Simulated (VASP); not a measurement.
# ZnO (P6_3/mmc) in VASP: a series of runs, part 2 of 2

VASP 6.6.1. Earlier steps stand in the parts before.

## (4) Single point, PBE (17.36 Å³/atom)

This run uses another cell than the first one, of 17.36 Å³/atom.

Input file INCAR:

```
ALGO     = Normal         # electronic algorithm
EDIFF    = 1E-6           # SCF threshold, eV
ENCUT    = 520            # plane-wave cutoff, eV
GGA      = PE             # functional
ISIF     = 2              # what is computed and relaxed
ISMEAR   = -1             # smearing method
LASPH    = T              # aspherical terms in the spheres
LCHARG   = F              # write CHGCAR
LREAL    = F              # projectors in reciprocal space
LWAVE    = F              # write WAVECAR
NBANDS   = 26             # bands
NELM     = 60             # most SCF steps
PREC     = Accurate       # precision mode
SIGMA    = 0.05           # smearing width, eV
```

Input file KPOINTS:

```
k-points
0
Gamma
  9 9 4
```

Input file POSCAR:

```
ZnO
1.0
    3.3312348463      0.0000000000      0.0000000000
   -1.6656174231      2.8849340028      0.0000000000
    0.0000000000      0.0000000000      7.2242737071
Zn O
2 2
Direct
    0.0000000000      0.0000000000      0.2500000000
    0.0000000000      0.0000000000      0.7500000000
    0.6666666667      0.3333333333      0.7500000000
    0.3333333333      0.6666666667      0.2500000000
```

Potentials or basis: VASP PAW PBE potentials, release 64 (Zn, O).

Launch:

```bash
> cat potpaw_PBE.64/Zn/POTCAR potpaw_PBE.64/O/POTCAR > POTCAR
> mpirun -np 1 vasp_std > vasp.out
```

OUTCAR:

```text
EDIFF = 1E-6
   ENCUT = 520
   GGA = PE
   ISIF = 2
   ISMEAR = -1
   LASPH = T
   LREAL = F
   NELM = 60
   PREC = Accurate

 ion  position               nearest neighbor table
   1  0.000  0.000  0.250-   4 1.92   4 1.92   4 1.92
   2  0.000  0.000  0.750-   3 1.92   3 1.92   3 1.92
   3  0.667  0.333  0.750-   2 1.92   2 1.92   2 1.92
   4  0.333  0.667  0.250-   1 1.92   1 1.92   1 1.92

  LATTYP: Found a hexagonal cell.
 ALAT       =     3.3312348463
 C/A-ratio  =     2.1686473756

  Lattice vectors:

 A1 = (   3.3312348463,   0.0000000000,   0.0000000000)
 A2 = (  -1.6656174231,   2.8849340028,   0.0000000000)
 A3 = (   0.0000000000,   0.0000000000,   7.2242737071)

Analysis of symmetry for initial positions (statically):
=====================================================================
 Subroutine PRICEL returns:
 Original cell was already a primitive cell.

 Routine SETGRP: Setting up the symmetry group for a
 hexagonal supercell.

 Subroutine GETGRP returns: Found 24 space group operations
 (whereof 12 operations were pure point group operations)
 out of a pool of 24 trial point group operations.

The static configuration has the point symmetry D_3d.
 The point group associated with its full space group is D_6h.

Analysis of symmetry for dynamics (positions and initial velocities):
=====================================================================
 Subroutine PRICEL returns:
 Original cell was already a primitive cell.

 Routine SETGRP: Setting up the symmetry group for a
 hexagonal supercell.

 Subroutine GETGRP returns: Found 24 space group operations
 (whereof 12 operations were pure point group operations)
 out of a pool of 24 trial point group operations.

[... 118 lines left out ...]
   EMIN   =  10.00;   EMAX   =-10.00  energy-range for DOS
   EFERMI =   0.00;   METHOD = LEGACY
   ISMEAR =    -1;   SIGMA  =   0.05  broadening in eV -4-tet -1-fermi 0-gaus
   EFERMI_NEDOS =   21; number of points for ismear=-14 and -15
   IALGO  =     38    algorithm
   IMIX   =      4    mixing-type and parameters
     AMIX     =   0.40;   BMIX     =  1.00
     AMIX_MAG =   1.60;   BMIX_MAG =  1.00
  volume/ion in A,a.u.               =      17.36       117.13
  Fermi-wavevector in a.u.,A,eV,Ry     =   1.315216  2.485399 23.535279  1.729794
  Thomas-Fermi vector in A             =   2.445415
   LORBIT       =      0    0 simple, 1 ext, 2 COOP (PROOUT), +10 PAW based schemes
   GGA     = PE    functional components
   LHFCALC =     F    Hartree Fock is set to
   AEXX    =    0.0000 exact exchange contribution
   IVDW    =     0    specifies the selected vdW correction
   LEPSILON=     F    determine dielectric tensor
   LRPA    =     F    only Hartree local field effects (RPA)
 non-spin polarized calculation
  energy-cutoff  :      520.00
  volume of cell :       69.43
 maximum number of plane-waves:      1890
 NGX is ok and might be reduce to    28
   NGX = 13   NGY = 13   NGZ = 27

 number of electron      36.0000028 magnetization

 Free energy of the ion-electron system (eV)
  ---------------------------------------------------
  ext. energy  EPLUGINS =         0.00000000
  ---------------------------------------------------
  free energy    TOTEN  =       -16.94179722 eV

  energy without entropy =      -16.94179091  energy(sigma->0) =      -16.94179407

 E-fermi :  -0.5733     XC(G=0):  -8.7484

 val. band max:       -1.0527464212   @ k =   0.0000   0.0000   0.0000
 cond. band min:      -0.2322585793   @ k =   0.0000   0.0000   0.0000
 fundamental gap:      0.8204878419
 Fermi energy:        -0.5733104119

 k-point     1 :       0.0000    0.0000    0.0000
  band No.  band energies     occupation
      1     -18.2287      2.00000
      2     -18.1572      2.00000
      3      -6.9520      2.00000
      4      -6.9520      2.00000
      5      -6.9389      2.00000
      6      -6.9389      2.00000
[... 685 lines left out ...]
     25       8.7455      0.00000
     26       9.0339      0.00000

 [... further k-points ...]

------------------------ aborting loop because EDIFF is reached ----------------------------------------

  FORCE on cell =-STRESS in cart. coord.  units (eV):
  Direction    XX          YY          ZZ          XY          YZ          ZX
  --------------------------------------------------------------------------------------
  -------------------------------------------------------------------------------------
  Total       -2.0860305     -2.0860305      0.0551063     -0.0000000     -0.0000000      0.0000000
  in kB      -48.1388729    -48.1388729      1.2716755     -0.0000000     -0.0000000      0.0000000
  external PRESSURE =     -31.6686901 kB  Pullay stress =       0.0000000 kB

 VOLUME and BASIS-vectors are now :
 -----------------------------------------------------------------------------
  energy-cutoff  :      520.00
  volume of cell :       69.43
      direct lattice vectors                 reciprocal lattice vectors
     3.331234846  0.000000000  0.000000000     0.300188983  0.173314190  0.000000000
    -1.665617423  2.884934003  0.000000000     0.000000000  0.346628380  0.000000000
     0.000000000  0.000000000  7.224273707     0.000000000  0.000000000  0.138422219

 POSITION                                       TOTAL-FORCE (eV/Angst)
 -----------------------------------------------------------------------------------
      0.00000      0.00000      1.80607        -0.000000      0.000000      0.000000
      0.00000      0.00000      5.41821         0.000000      0.000000      0.000000
      1.66562      0.96164      5.41821         0.000000      0.000000     -0.000000
     -0.00000      1.92329      1.80607        -0.000000     -0.000000      0.000000
 -----------------------------------------------------------------------------------
    total drift:                                0.000000     -0.000000      0.000000

  FREE ENERGIE OF THE ION-ELECTRON SYSTEM (eV)
  ---------------------------------------------------
  free  energy   TOTEN  =       -16.9417972236 eV

  energy  without entropy=      -16.9417909110  energy(sigma->0) =      -16.94179407
```

OSZICAR:

```text
N       E                     dE             d eps       ncg     rms          rms(c)
DAV:   1     0.299778745811E+03    0.29978E+03   -0.17775E+04  1872   0.177E+03
DAV:   2     0.158335104294E+02   -0.28395E+03   -0.26357E+03  2004   0.387E+02
DAV:   3    -0.202861033158E+02   -0.36120E+02   -0.35713E+02  2114   0.141E+02
DAV:   4    -0.210421986749E+02   -0.75610E+00   -0.75491E+00  2092   0.220E+01
DAV:   5    -0.210466664885E+02   -0.44678E-02   -0.44675E-02  2100   0.165E+00    0.151E+01
DAV:   6    -0.168213124694E+02    0.42254E+01   -0.10942E+01  3222   0.740E+01    0.859E+00
DAV:   7    -0.169991719105E+02   -0.17786E+00   -0.33472E+00  1962   0.177E+01    0.524E+00
DAV:   8    -0.170085366404E+02   -0.93647E-02   -0.87091E-01  2274   0.719E+00    0.194E+00
DAV:   9    -0.169380443484E+02    0.70492E-01   -0.18528E-01  2654   0.625E+00    0.375E-01
DAV:  10    -0.169412069440E+02   -0.31626E-02   -0.42364E-02  1940   0.160E+00    0.120E-01
DAV:  11    -0.169417899761E+02   -0.58303E-03   -0.11611E-03  1968   0.668E-01    0.916E-02
DAV:  12    -0.169417863319E+02    0.36442E-05   -0.53431E-04  2576   0.502E-01    0.164E-02
DAV:  13    -0.169418026390E+02   -0.16307E-04   -0.94925E-05  2500   0.128E-01    0.228E-02
DAV:  14    -0.169417972213E+02    0.54177E-05   -0.27427E-05  2242   0.518E-02    0.484E-03
DAV:  15    -0.169417972236E+02   -0.23283E-08   -0.52779E-06  1982   0.207E-02
   1 F= -.16941797E+02 E0= -.16941794E+02  d E =-.631260E-05
```

stdout:

```text
POSCAR found type information on POSCAR ZnO
 POSCAR found :  2 types and       4 ions
 scaLAPACK will be used
 LDA part: xc-table for (Slater+PW92), standard interpolation
 POSCAR, INCAR and KPOINTS ok, starting setup
 FFT: planning ... GRIDC
 FFT: planning ... GRID_SOFT
 FFT: planning ... GRID
 WAVECAR not read
 entering main loop
```

Wall time 98 s (1 thread of Intel Xeon 8259CL, shared host); peak memory 0.22 GiB.

What came out:

```yaml
Free_energy: -16.9418 eV
Pressure: -3.2 GPa
Band_gap_on_the_k_mesh: 0.82 eV
```

Stress tensor (GPa, compression positive):
```
-4.81  0.00  0.00
 0.00 -4.81  0.00
 0.00  0.00  0.13
```

Levels at points of the mesh, in eV from the valence-band top:
| k point | band 16 | band 17 | band 18 | band 19 | band 20 | band 21 |
| --- | --- | --- | --- | --- | --- | --- |
| (0.00, 0.00, 0.00) | -0.01 | 0.00 | 0.00 | 0.82 | 3.21 | 5.19 |
| (0.00, 0.00, 0.50) | 0.00 | 0.00 | 0.00 | 1.89 | 1.89 | 7.18 |

Caveat: the cell stands under tension.

## (5) Summary

```csv
cell,gap on the mesh (eV),pressure (GPa)
"a = 3.266, b = 3.266, c = 7.083 Å, angles 90.0, 90.0, 120.0°, 4 atoms",0.82,2.0
"a = 3.310, b = 3.310, c = 7.178 Å, angles 90.0, 90.0, 120.0°, 4 atoms",0.82,-1.6
"a = 3.331, b = 3.331, c = 7.224 Å, angles 90.0, 90.0, 120.0°, 4 atoms",0.82,-3.2
```

Alike in all rows: task single point; level PBE; potentials or basis VASP PAW PBE potentials, release 64 (Zn, O); no spin polarisation; k mesh 9 × 9 × 4; cutoff (eV) 520; smearing fermi-dirac 0.05 eV.

Caveats: the cell stands under tension (at least some runs).

Absolute energies hang on the potentials; compare differences alone.
